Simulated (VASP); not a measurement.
# HfO2 (Fm-3m) in VASP: a series of runs

The runs below take HfO2 through G0W0 quasiparticle levels, with PBE.

Everything below comes from runs of VASP 6.6.1. Logs are shortened: lines on timing, memory, paths and dates and some standing lists are left out, and cuts for length are marked.

## (1) The cell of the first run

It takes space group Fm-3m (No. 225, cubic). The conventional cell has a = 5.058 Å, b = 5.058 Å, c = 5.058 Å, α = 90.00°, β = 90.00°, γ = 90.00°. Within 2.9 Å of Hf (site symmetry m-3m) lie 8 O at 2.19 Å. Within 2.9 Å of O (site symmetry -43m) lie 4 Hf at 2.19 Å and 6 O at 2.53 Å.

## (2) G0W0 quasiparticle levels, PBE

POSCAR

```
HfO2
1.0
    0.0000000000      2.5291823175      2.5291823175
    2.5291823175      0.0000000000      2.5291823175
    2.5291823175      2.5291823175      0.0000000000
Hf O
1 2
Direct
    0.0000000000      0.0000000000      0.0000000000
    0.2500000000      0.2500000000      0.2500000000
    0.7500000000      0.7500000000      0.7500000000
```

INCAR.step1

```
ALGO = Normal ; EDIFF = 1E-8
ENCUT = 500 ; GGA = PE
ISMEAR = 0 ; LASPH = T
LCHARG = F ; LREAL = F
LWAVE = T ; NELM = 80
PREC = Accurate ; SIGMA = 0.01
```

INCAR.step2

```
ALGO = Exact ; EDIFF = 1E-8
ENCUT = 500 ; GGA = PE
ISMEAR = 0 ; ISTART = 1
LASPH = T ; LCHARG = F
LOPTICS = T ; LREAL = F
LWAVE = T ; NBANDS = 64
NELM = 1 ; PREC = Accurate
SIGMA = 0.01
```

INCAR.step3

```
ALGO = EVGW0 ; EDIFF = 1E-8
ENCUT = 500 ; ENCUTGW = 80.0
GGA = PE ; ISMEAR = 0
ISTART = 1 ; LASPH = T
LCHARG = F ; LREAL = F
LWAVE = F ; NBANDS = 64
NBANDSGW = 20 ; NELMGW = 1
NOMEGA = 96 ; OMEGAMAX = 30
PREC = Accurate ; PRECFOCK = Fast
SIGMA = 0.01
```

KPOINTS

```
k-points
0
Gamma
  4 4 4
```

Potentials or basis: VASP PAW PBE potentials, release 64 (Hf_sv_GW, O_GW).

The run is started by

```console
$ cat potpaw_PBE.64/Hf_sv_GW/POTCAR potpaw_PBE.64/O_GW/POTCAR > POTCAR
$ cp INCAR.step1 INCAR
$ mpirun -np 1 vasp_std > vasp.out
$ cp INCAR.step2 INCAR
$ mpirun -np 1 vasp_std > vasp.out
$ cp INCAR.step3 INCAR
$ mpirun -np 1 vasp_std > vasp.out
```

OUTCAR:

```text
EDIFF = 1E-8
   ENCUT = 500
   ENCUTGW = 80.0
   GGA = PE
   ISMEAR = 0
   ISTART = 1
   LASPH = T
   LREAL = F
   NELMGW = 1
   PREC = Accurate
   PRECFOCK = Fast

 ion  position               nearest neighbor table
   1  0.000  0.000  0.000-   3 2.19   3 2.19   3 2.19   2 2.19   3 2.19   2 2.19   2 2.19   2 2.19

   2  0.250  0.250  0.250-   1 2.19   1 2.19   1 2.19   1 2.19
   3  0.750  0.750  0.750-   1 2.19   1 2.19   1 2.19   1 2.19

  LATTYP: Found a face centered cubic cell.
 ALAT       =     5.0583646350

  Lattice vectors:

 A1 = (   0.0000000000,   2.5291823175,   2.5291823175)
 A2 = (   2.5291823175,   0.0000000000,   2.5291823175)
 A3 = (   2.5291823175,   2.5291823175,   0.0000000000)

Analysis of symmetry for initial positions (statically):
=====================================================================
 Subroutine PRICEL returns:
 Original cell was already a primitive cell.

 Routine SETGRP: Setting up the symmetry group for a
 face centered cubic supercell.

 Subroutine GETGRP returns: Found 48 space group operations
 (whereof 48 operations were pure point group operations)
 out of a pool of 48 trial point group operations.

The static configuration has the point symmetry O_h .

Analysis of symmetry for dynamics (positions and initial velocities):
=====================================================================
 Subroutine PRICEL returns:
 Original cell was already a primitive cell.

 Routine SETGRP: Setting up the symmetry group for a
 face centered cubic supercell.

 Subroutine GETGRP returns: Found 48 space group operations
 (whereof 48 operations were pure point group operations)
 out of a pool of 48 trial point group operations.

The dynamic configuration has the point symmetry O_h .

 Subroutine INISYM returns: Found 48 space group operations
 (whereof 48 operations are pure point group operations),
 and found     1 'primitive' translations

----------------------------------------------------------------------------------------

                                     Primitive cell

  volume of cell :      32.3572

  direct lattice vectors                    reciprocal lattice vectors
     0.000000000  2.529182318  2.529182318    -0.197692352  0.197692352  0.197692352
     2.529182318  0.000000000  2.529182318     0.197692352 -0.197692352  0.197692352
     2.529182318  2.529182318  0.000000000     0.197692352  0.197692352 -0.197692352

  length of vectors
     3.576803935  3.576803935  3.576803935     0.342413197  0.342413197  0.342413197

  position of ions in fractional coordinates (direct lattice)
     0.000000000  0.000000000  0.000000000
     0.250000000  0.250000000  0.250000000
     0.750000000  0.750000000  0.750000000

  ion indices of the primitive-cell ions
   primitive index   ion index
                 1           1
                 2           2
                 3           3

----------------------------------------------------------------------------------------

 KPOINTS: k-points

Automatic generation of k-mesh.
 Grid dimensions read from file:
 generate k-points for:    4    4    4

 Generating k-lattice:

  Cartesian coordinates                     Fractional coordinates (reciprocal lattice)
    -0.049423088  0.049423088  0.049423088     0.250000000  0.000000000  0.000000000
     0.049423088 -0.049423088  0.049423088     0.000000000  0.250000000  0.000000000
     0.049423088  0.049423088 -0.049423088     0.000000000  0.000000000  0.250000000

  Length of vectors
     0.085603299  0.085603299  0.085603299

  Shift w.r.t. Gamma in fractional coordinates (k-lattice)
     0.000000000  0.000000000  0.000000000

 Subroutine IBZKPT returns following result:
 ===========================================

 Found      8 irreducible k-points:

 Following reciprocal coordinates:
            Coordinates               Weight
  0.000000  0.000000  0.000000      1.000000
  0.250000  0.000000  0.000000      8.000000
  0.500000  0.000000  0.000000      4.000000
  0.250000  0.250000  0.000000      6.000000
  0.500000  0.250000  0.000000     24.000000
 -0.250000  0.250000  0.000000     12.000000
  0.500000  0.500000  0.000000      3.000000
 -0.250000  0.500000  0.250000      6.000000
   k-points           NKPTS =      8   k-points in BZ     NKDIM =     64   number of bands    NBANDS=     64
   number of dos      NEDOS =    301   number of ions     NIONS =      3
   total plane-waves  NPLWV =  21952
   dimension x,y,z NGX =    28 NGY =   28 NGZ =   28
   dimension x,y,z NGXF=    56 NGYF=   56 NGZF=   56
   ions per type =               1   2
   NGX,Y,Z   is equivalent  to a cutoff of  13.01, 13.01, 13.01 a.u.
   NGXF,Y,Z  is equivalent  to a cutoff of  26.03, 26.03, 26.03 a.u.
 SYSTEM =  unknown system
   PREC   = accura    normal or accurate (medium, high low for compatibility)
   ISTART =      1    job   : 0-new  1-cont  2-samecut
   ICHARG =      0    charge: 1-file 2-atom 10-const
   ISPIN  =      1    spin polarized calculation?
   LNONCOLLINEAR =      F non collinear calculations
   LSORBIT =      F    spin-orbit coupling
   LASPH  =      T    aspherical Exc in radial PAW
   ENCUT  =  500.0 eV  36.75 Ry    6.06 a.u.   6.52  6.52  6.52*2*pi/ulx,y,z
   NELM   =     60;   NELMIN=  2; NELMDL=  0     # of ELM steps
   EDIFF  = 0.1E-07   stopping-criterion for ELM
   LREAL  =      F    real-space projection
   EDIFFG = 0.1E-06   stopping-criterion for IOM
   NSW    =      0    number of steps for IOM
   IBRION =     -1    ionic relax: 0-MD 1-quasi-New 2-CG
   NFREE  =      0    steps in history (QN), initial steepest desc. (CG)
   ISIF   =      0    stress and relaxation
   ISYM   =      3    0-nonsym 1-usesym 2-fastsym
   POTIM  = 0.5000    time-step for ionic-motion
   TEBEG  =    0.0;   TEEND  =   0.0 temperature during run
   PSTRESS=    0.0 pullay stress
   NELECT =      24.0000    total number of electrons
   NUPDOWN=      -1.0000    fix difference up-down
   EMIN   =  10.00;   EMAX   =-10.00  energy-range for DOS
   EFERMI =   0.00;   METHOD = LEGACY
   ISMEAR =     0;   SIGMA  =   0.01  broadening in eV -4-tet -1-fermi 0-gaus
   EFERMI_NEDOS =   21; number of points for ismear=-14 and -15
   IALGO  =     38    algorithm
   IMIX   =      4    mixing-type and parameters
     AMIX     =   0.40;   BMIX     =  1.00
     AMIX_MAG =   1.60;   BMIX_MAG =  1.00
  volume/ion in A,a.u.               =      10.79        72.79
  Fermi-wavevector in a.u.,A,eV,Ry     =   1.481910  2.800404 29.879166  2.196057
  Thomas-Fermi vector in A             =   2.595761
   LORBIT       =      0    0 simple, 1 ext, 2 COOP (PROOUT), +10 PAW based schemes
   GGA     = PE    functional components
   LHFCALC =     T    Hartree Fock is set to
   PRECFOCK=fast      Normal, Fast or Accurate (Low or Medium for compatibility)
   ENCUT4O =  -1.0   cutoff for four orbital integrals eV
   NKREDX  =     1    reduce k-point grid by
   NKREDY  =     1    reduce k-point grid by
   NKREDZ  =     1    reduce k-point grid by
   AEXX    =    1.0000 exact exchange contribution
   HFSCREEN=    0.0000 screening length (either q_TF or 0.3 A-1)
   HFSCREENC=   0.0000 screening length for correlation (either q_TF or 0.3 A-1)
   ENCUTFOCK=  -1.0 apply spherical cutoff to Coloumb kernel
   IVDW    =     0    specifies the selected vdW correction
   LEPSILON=     F    determine dielectric tensor
   LRPA    =     F    only Hartree local field effects (RPA)
   LRPAFORCE           =     F    calculate RPA forces
   ENCUTGW             =  80.0    cutoff for response function in eV
   ENCUTGWSOFT         =  64.0    soft cutoff for Coulomb kernel in GW response function in eV
   ENCUTLF             =  -1.0    cutoff for local field effects
   NELMGW              =     1    number of iterations in solving QP/BSE equation
   NELMHF              =     1    number of iterations in the inner HF iteration
   NKREDLFX            =     1    NKREDLFY  =   1   NKREDLFZ  =   1
 non-spin polarized calculation
 Gauss-broadening in eV      SIGMA  =   0.01
  energy-cutoff  :      500.00
  volume of cell :       32.36
 maximum number of plane-waves:       869
 NGX is ok and might be reduce to    28
  NGX = 16; NGY = 16; NGZ = 16
   NGX = 13   NGY = 13   NGZ = 13
 maximum number of plane-waves:        59
 NGX is ok and might be reduce to    14

 QP shifts <psi_nk| G(iteration)W_0 |psi_nk>: iteration 1
 for sc-GW calculations column KS-energies equals QP-energies in previous step
 and V_xc(KS)=  KS-energies - (<T + V_ion + V_H > + <T+V_H+V_ion>^1  + <V_x>^1)

 k-point   1 :       0.0000    0.0000    0.0000
  band No.  KS-energies  QP-energies   sigma(KS)   V_xc(KS)     V^pw_x(r,r')   Z            occupation Imag(sigma)

      1     -54.0972     -55.4403     -22.9212     -20.6396     -35.0659       0.5887       2.0000       1.0262
      2     -22.5633     -24.5071     -21.8940     -19.3339     -28.0515       0.7593       2.0000       0.3645
      3     -22.5633     -24.5071     -21.8940     -19.3339     -28.0515       0.7593       2.0000       0.3645
      4     -22.5633     -24.5071     -21.8940     -19.3339     -28.0515       0.7593       2.0000       0.3645
      5     -11.7552     -13.4073     -20.9347     -18.5346     -30.3609       0.6883       2.0000       0.9492
      6      -8.6489     -10.4946     -23.1464     -20.7255     -32.0627       0.7624       2.0000       0.9131
[... 12 lines left out ...]
     19      21.2480      21.9784      -9.3535     -10.2398      -4.2969       0.8241       0.0000      -0.2391
     20      21.2480      21.9784      -9.3535     -10.2398      -4.2969       0.8241       0.0000      -0.2391

 k-point   2 :       0.2500    0.0000    0.0000
  band No.  KS-energies  QP-energies   sigma(KS)   V_xc(KS)     V^pw_x(r,r')   Z            occupation Imag(sigma)

      1     -54.0899     -55.4479     -22.9374     -20.6445     -35.0654       0.5922       2.0000       1.0404
      2     -22.7968     -24.7125     -21.7033     -19.1691     -28.1330       0.7560       2.0000       0.4955
      3     -22.5886     -24.5392     -21.8839     -19.3163     -28.0617       0.7597       2.0000       0.3803
      4     -22.5886     -24.5392     -21.8839     -19.3163     -28.0617       0.7597       2.0000       0.3803
      5     -11.0436     -12.7344     -21.4421     -19.0049     -30.5733       0.6938       2.0000       0.9070
      6      -9.1893     -11.0105     -22.7360     -20.3012     -31.6578       0.7480       2.0000       0.9132
[... 12 lines left out ...]
     19      19.7772      20.4624     -11.3628     -12.2221      -6.2206       0.7973       0.0000      -0.2386
     20      23.2083      24.0609      -9.9957     -11.0500      -4.6115       0.8087       0.0000      -0.3459
[... 102 lines left out ...]
      3     -22.6903     -24.6672     -21.8267     -19.2376     -28.0908       0.7636       2.0000       0.4511
      4     -22.6903     -24.6672     -21.8267     -19.2376     -28.0908       0.7636       2.0000       0.4511
      5     -10.0087     -11.7475     -22.1923     -19.7758     -31.3118       0.7195       2.0000       0.9154
      6      -9.5495     -11.3727     -22.6745     -20.2053     -31.2446       0.7384       2.0000       0.8421
[... 12 lines left out ...]
     19      20.9286      21.7465     -12.2558     -13.2717      -6.7927       0.8051       0.0000      -0.3601
     20      22.1130      22.8411     -11.7270     -12.6408      -5.9906       0.7967       0.0000      -0.5754

 k-point   8 :      -0.2500    0.5000    0.2500
  band No.  KS-energies  QP-energies   sigma(KS)   V_xc(KS)     V^pw_x(r,r')   Z            occupation Imag(sigma)

      1     -54.0780     -55.4725     -22.9677     -20.6528     -35.0644       0.6024       2.0000       1.0630
      2     -22.8684     -24.7812     -21.6595     -19.1309     -28.1654       0.7565       2.0000       0.5358
      3     -22.8684     -24.7812     -21.6595     -19.1309     -28.1654       0.7565       2.0000       0.5358
      4     -22.6927     -24.6615     -21.8201     -19.2334     -28.0859       0.7611       2.0000       0.4481
      5      -9.7727     -11.5527     -22.4437     -19.9984     -31.2763       0.7279       2.0000       0.8763
      6      -9.7727     -11.5527     -22.4437     -19.9984     -31.2763       0.7279       2.0000       0.8763
[... 12 lines left out ...]
     19      21.2871      22.0412     -13.3233     -14.2431      -7.8595       0.8200       0.0000      -0.4046
     20      23.1026      24.2231     -11.9085     -13.3301      -6.2420       0.7882       0.0000      -0.3901
```

Run time: 84 s. Hardware: 1 thread of AMD EPYC 9R45 (Zen 5), shared host; peak memory 0.25 GiB.

Results:

- Quasiparticle gap: 4.96 eV
- Least direct quasiparticle gap: 4.96 eV
- Band gap of the starting levels on the mesh: 3.81 eV
- Least direct gap of the starting levels on the mesh: 3.81 eV

Caveat: the k points lie up to 0.54 Å⁻¹ apart; bands, screening cutoff and mesh are small and nothing is extrapolated, so the quasiparticle values aren't converged; spin-orbit coupling is left out, which moves the levels of the heavy elements.

(Continued in part 2 of 2.)
